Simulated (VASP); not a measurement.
# Rh (P6_3/mmc) in VASP: single point with PBEsol

Aim: the single point of Rh with PBEsol.

All numbers are computed with VASP 6.6.1; they aren't measurements. Logs are shortened: lines on timing, memory, paths and dates and some standing lists are left out, and cuts for length are marked.

## Step 1: The cell of the first run

Symmetry: P6_3/mmc, No. 194, hexagonal system. Conventional cell: a = 2.692 Å, b = 2.692 Å, c = 8.798 Å, α = 90.00°, β = 90.00°, γ = 120.00°. Within 3.5 Å of Rh (site symmetry -3m) lie 12 Rh at 2.69 Å. Within 3.5 Å of Rh (site symmetry -6m2) lie 12 Rh at 2.69 Å.

## Step 2: Single point, PBEsol

INCAR

```
SYSTEM = Rh
PREC = Accurate
ENCUT = 500
EDIFF = 1E-6
ISMEAR = -1
SIGMA = 0.05
LREAL = .FALSE.
LASPH = .TRUE.
NELM = 120
ALGO = Normal
ISIF = 2
LWAVE = .FALSE.
LCHARG = .FALSE.
GGA = PS
NBANDS = 38
GGA_COMPAT = .FALSE.
```

KPOINTS

```
Automatic mesh
0
G
  9 9 3
  0 0 0
```

POSCAR

```
Rh
1.0
    2.6917400000      0.0000000000      0.0000000000
   -1.3458700000      2.3311200000      0.0000000000
    0.0000000000      0.0000000000      8.7980700000
Rh
4
Direct
    0.0000000000      0.0000000000      0.0000000000
    0.3333333333      0.6666666667      0.2500000000
    0.0000000000      0.0000000000      0.5000000000
    0.6666666667      0.3333333333      0.7500000000
```

Potentials or basis: VASP PAW PBE potentials, release 64 (Rh_pv).

The run is started by

```
$ cat potpaw_PBE.64/Rh_pv/POTCAR > POTCAR
$ mpirun -np 1 vasp_std > vasp.out
```

OUTCAR:

```text
SYSTEM = Rh
   PREC = Accurate
   ENCUT = 500
   EDIFF = 1E-6
   ISMEAR = -1
   LREAL = .FALSE.
   LASPH = .TRUE.
   NELM = 120
   ISIF = 2
   GGA = PS

 ion  position               nearest neighbor table
   1  0.000  0.000  0.000-   2 2.69   4 2.69   4 2.69   2 2.69   4 2.69   2 2.69
   2  0.333  0.667  0.250-   1 2.69   3 2.69   1 2.69   3 2.69   1 2.69   3 2.69
   3  0.000  0.000  0.500-   2 2.69   4 2.69   4 2.69   2 2.69   4 2.69   2 2.69
   4  0.667  0.333  0.750-   1 2.69   3 2.69   1 2.69   3 2.69   1 2.69   3 2.69

  LATTYP: Found a hexagonal cell.
 ALAT       =     2.6917400000
 C/A-ratio  =     3.2685437672

  Lattice vectors:

 A1 = (   2.6917400000,   0.0000000000,   0.0000000000)
 A2 = (  -1.3458700000,   2.3311200000,   0.0000000000)
 A3 = (   0.0000000000,   0.0000000000,   8.7980700000)

Analysis of symmetry for initial positions (statically):
=====================================================================
 Subroutine PRICEL returns:
 Original cell was already a primitive cell.

 Routine SETGRP: Setting up the symmetry group for a
 hexagonal supercell.

 Subroutine GETGRP returns: Found 24 space group operations
 (whereof 12 operations were pure point group operations)
 out of a pool of 24 trial point group operations.

The static configuration has the point symmetry D_3d.
 The point group associated with its full space group is D_6h.

Analysis of symmetry for dynamics (positions and initial velocities):
=====================================================================
 Subroutine PRICEL returns:
 Original cell was already a primitive cell.

 Routine SETGRP: Setting up the symmetry group for a
 hexagonal supercell.

 Subroutine GETGRP returns: Found 24 space group operations
 (whereof 12 operations were pure point group operations)
 out of a pool of 24 trial point group operations.

The dynamic configuration has the point symmetry D_3d.
 The point group associated with its full space group is D_6h.

 Subroutine INISYM returns: Found 24 space group operations
 (whereof 12 operations are pure point group operations),
 and found     1 'primitive' translations

----------------------------------------------------------------------------------------

                                     Primitive cell

  volume of cell :      55.2059

  direct lattice vectors                    reciprocal lattice vectors
     2.691740000  0.000000000  0.000000000     0.371506906  0.214489173  0.000000000
    -1.345870000  2.331120000  0.000000000     0.000000000  0.428978345  0.000000000
     0.000000000  0.000000000  8.798070000     0.000000000  0.000000000  0.113661292

  length of vectors
     2.691740000  2.691744139  8.798070000     0.428979005  0.428978345  0.113661292

  position of ions in fractional coordinates (direct lattice)
     0.000000000  0.000000000  0.000000000
     0.333333333  0.666666667  0.250000000
     0.000000000  0.000000000  0.500000000
     0.666666667  0.333333333  0.750000000

  ion indices of the primitive-cell ions
   primitive index   ion index
                 1           1
                 2           2
                 3           3
                 4           4

----------------------------------------------------------------------------------------

 KPOINTS: Automatic mesh

Automatic generation of k-mesh.
 Grid dimensions read from file:
 generate k-points for:    9    9    3

 Generating k-lattice:

  Cartesian coordinates                     Fractional coordinates (reciprocal lattice)
     0.041278545  0.023832130  0.000000000     0.111111111 -0.000000000  0.000000000
     0.000000000  0.047664261  0.000000000     0.000000000  0.111111111  0.000000000
     0.000000000  0.000000000  0.037887097     0.000000000  0.000000000  0.333333333

  Length of vectors
     0.047664334  0.047664261  0.037887097

  Shift w.r.t. Gamma in fractional coordinates (k-lattice)
     0.000000000  0.000000000  0.000000000

 Subroutine IBZKPT returns following result:
 ===========================================

 Found     24 irreducible k-points:

 Following reciprocal coordinates:
            Coordinates               Weight
  0.000000  0.000000  0.000000      1.000000
  0.111111  0.000000  0.000000      6.000000
  0.222222  0.000000  0.000000      6.000000
  0.333333  0.000000  0.000000      6.000000
  0.444444  0.000000  0.000000      6.000000
  0.111111  0.111111  0.000000      6.000000
[... 16 lines left out ...]
  0.333333  0.222222  0.333333     24.000000
  0.333333  0.333333  0.333333      4.000000
   k-points           NKPTS =     24   k-points in BZ     NKDIM =     24   number of bands    NBANDS=     38
   number of dos      NEDOS =    301   number of ions     NIONS =      4
   total plane-waves  NPLWV =  25600
   dimension x,y,z NGX =    20 NGY =   20 NGZ =   64
   dimension x,y,z NGXF=    40 NGYF=   40 NGZF=  128
   ions per type =               4
   NGX,Y,Z   is equivalent  to a cutoff of  12.35, 12.35, 12.09 a.u.
   NGXF,Y,Z  is equivalent  to a cutoff of  24.70, 24.70, 24.19 a.u.
 SYSTEM =  Rh
   PREC   = accura    normal or accurate (medium, high low for compatibility)
   ISTART =      0    job   : 0-new  1-cont  2-samecut
   ICHARG =      2    charge: 1-file 2-atom 10-const
   ISPIN  =      1    spin polarized calculation?
   LNONCOLLINEAR =      F non collinear calculations
   LSORBIT =      F    spin-orbit coupling
   LASPH  =      T    aspherical Exc in radial PAW
   ENCUT  =  500.0 eV  36.75 Ry    6.06 a.u.   4.91  4.91 16.04*2*pi/ulx,y,z
   NELM   =    120;   NELMIN=  2; NELMDL= -5     # of ELM steps
   EDIFF  = 0.1E-05   stopping-criterion for ELM
   LREAL  =      F    real-space projection
   EDIFFG = 0.1E-04   stopping-criterion for IOM
   NSW    =      0    number of steps for IOM
   IBRION =     -1    ionic relax: 0-MD 1-quasi-New 2-CG
   NFREE  =      0    steps in history (QN), initial steepest desc. (CG)
   ISIF   =      2    stress and relaxation
   ISYM   =      2    0-nonsym 1-usesym 2-fastsym
   POTIM  = 0.5000    time-step for ionic-motion
   TEBEG  =    0.0;   TEEND  =   0.0 temperature during run
   PSTRESS=    0.0 pullay stress
   NELECT =      60.0000    total number of electrons
   NUPDOWN=      -1.0000    fix difference up-down
   EMIN   =  10.00;   EMAX   =-10.00  energy-range for DOS
   EFERMI =   0.00;   METHOD = LEGACY
   ISMEAR =    -1;   SIGMA  =   0.05  broadening in eV -4-tet -1-fermi 0-gaus
   EFERMI_NEDOS =   21; number of points for ismear=-14 and -15
   IALGO  =     38    algorithm
   IMIX   =      4    mixing-type and parameters
     AMIX     =   0.40;   BMIX     =  1.00
     AMIX_MAG =   1.60;   BMIX_MAG =  1.00
  volume/ion in A,a.u.               =      13.80        93.14
  Fermi-wavevector in a.u.,A,eV,Ry     =   1.683179  3.180746 38.546532  2.833090
  Thomas-Fermi vector in A             =   2.766426
   LORBIT       =      0    0 simple, 1 ext, 2 COOP (PROOUT), +10 PAW based schemes
   GGA     = PS    functional components
   LHFCALC =     F    Hartree Fock is set to
   AEXX    =    0.0000 exact exchange contribution
   IVDW    =     0    specifies the selected vdW correction
   LEPSILON=     F    determine dielectric tensor
   LRPA    =     F    only Hartree local field effects (RPA)
 non-spin polarized calculation
  energy-cutoff  :      500.00
  volume of cell :       55.21
 maximum number of plane-waves:      1422
 NGX is ok and might be reduce to    20
   NGX =  9   NGY =  9   NGZ = 33

 number of electron      60.0000019 magnetization

 Free energy of the ion-electron system (eV)
  ---------------------------------------------------
  ext. energy  EPLUGINS =         0.00000000
  ---------------------------------------------------
  free energy    TOTEN  =       -32.49020372 eV

  energy without entropy =      -32.45178690  energy(sigma->0) =      -32.47099531

 E-fermi :  11.6918     XC(G=0): -14.1936

 val. band max:       11.6667458417   @ k =   0.3333   0.0000   0.3333
 cond. band min:      11.6922805309   @ k =   0.2222   0.0000   0.3333
 fundamental gap:      0.0255346891
 Fermi energy:        11.6917531236

 k-point     1 :       0.0000    0.0000    0.0000
  band No.  band energies     occupation
      1     -35.3738      2.00000
      2     -35.0198      2.00000
      3     -35.0160      2.00000
      4     -34.7384      2.00000
      5     -34.7384      2.00000
      6     -34.6981      2.00000
[... 30 lines left out ...]
     37      20.1886      0.00000
     38      26.0584      0.00000

 k-point     2 :       0.1111    0.0000    0.0000
  band No.  band energies     occupation
      1     -35.3459      2.00000
      2     -35.0290      2.00000
      3     -35.0238      2.00000
      4     -34.8027      2.00000
      5     -34.7590      2.00000
      6     -34.7480      2.00000
[... 30 lines left out ...]
     37      20.1219      0.00000
     38      26.4998      0.00000

 k-point     3 :       0.2222    0.0000    0.0000
  band No.  band energies     occupation
      1     -35.2708      2.00000
      2     -35.0937      2.00000
      3     -35.0761      2.00000
      4     -34.9570      2.00000
      5     -34.8894      2.00000
      6     -34.8164      2.00000
[... 30 lines left out ...]
     37      20.0159      0.00000
     38      26.1104      0.00000

 k-point     4 :       0.3333    0.0000    0.0000
  band No.  band energies     occupation
      1     -35.2373      2.00000
      2     -35.2319      2.00000
      3     -35.1314      2.00000
      4     -35.1262      2.00000
      5     -35.0767      2.00000
      6     -34.8645      2.00000
[... 30 lines left out ...]
     37      20.0233      0.00000
     38      22.4159      0.00000
[... 703 lines left out ...]
      4     -35.1538      2.00000
      5     -35.0251      2.00000
      6     -34.9697      2.00000
[... 30 lines left out ...]
     37      22.6763      0.00000
     38      22.8642      0.00000

 k-point    23 :       0.3333    0.2222    0.3333
  band No.  band energies     occupation
      1     -35.2584      2.00000
      2     -35.2358      2.00000
      3     -35.1999      2.00000
      4     -35.1868      2.00000
      5     -35.0317      2.00000
      6     -35.0222      2.00000
[... 30 lines left out ...]
     37      21.0390      0.00000
     38      21.2012      0.00000

 k-point    24 :       0.3333    0.3333    0.3333
  band No.  band energies     occupation
      1     -35.2038      2.00000
      2     -35.1901      2.00000
      3     -35.1901      2.00000
      4     -35.1394      2.00000
      5     -35.0935      2.00000
      6     -35.0935      2.00000
[... 30 lines left out ...]
     37      19.6224      0.00000
     38      19.6224      0.00000

------------------------ aborting loop because EDIFF is reached ----------------------------------------

  FORCE on cell =-STRESS in cart. coord.  units (eV):
  Direction    XX          YY          ZZ          XY          YZ          ZX
  --------------------------------------------------------------------------------------
  -------------------------------------------------------------------------------------
  Total       -1.7935257     -1.7935331     -2.3442788      0.0000000      0.0000000      0.0000000
  in kB      -52.0514754    -52.0516889    -68.0353594      0.0000000      0.0000000      0.0000000
  external PRESSURE =     -57.3795079 kB  Pullay stress =       0.0000000 kB

 VOLUME and BASIS-vectors are now :
 -----------------------------------------------------------------------------
  energy-cutoff  :      500.00
  volume of cell :       55.21
      direct lattice vectors                 reciprocal lattice vectors
     2.691740000  0.000000000  0.000000000     0.371506906  0.214489173  0.000000000
    -1.345870000  2.331120000  0.000000000     0.000000000  0.428978345  0.000000000
     0.000000000  0.000000000  8.798070000     0.000000000  0.000000000  0.113661292

 POSITION                                       TOTAL-FORCE (eV/Angst)
 -----------------------------------------------------------------------------------
      0.00000      0.00000      0.00000         0.000000      0.000000     -0.000000
     -0.00000      1.55408      2.19952         0.000000     -0.000000      0.000000
      0.00000      0.00000      4.39903         0.000000      0.000000     -0.000000
      1.34587      0.77704      6.59855        -0.000000      0.000000     -0.000000
 -----------------------------------------------------------------------------------
    total drift:                                0.000000     -0.000000      0.000000

  FREE ENERGIE OF THE ION-ELECTRON SYSTEM (eV)
  ---------------------------------------------------
  free  energy   TOTEN  =       -32.4902037159 eV

  energy  without entropy=      -32.4517868979  energy(sigma->0) =      -32.47099531
```

It took 20 s on 1 thread of Intel Xeon 6975P-C (Granite Rapids), shared host; peak memory 0.18 GiB.

Results:

```
Free energy            : -32.4902 eV
Pressure               : -5.7 GPa
Band gap on the k mesh : zero (band 30 reaches 12.29 eV, above the bottom of band 31 at 10.68 eV)
```

Levels at points of the mesh, in eV from the Fermi level:
| k point | band 28 | band 29 | band 30 | band 31 | band 32 | band 33 |
| --- | --- | --- | --- | --- | --- | --- |
| (0.00, 0.00, 0.00) | -1.42 | -1.42 | -0.83 | -0.83 | -0.34 | -0.34 |

Caveat: the PAW data sets were made with another functional, which shifts forces and pressure a little.
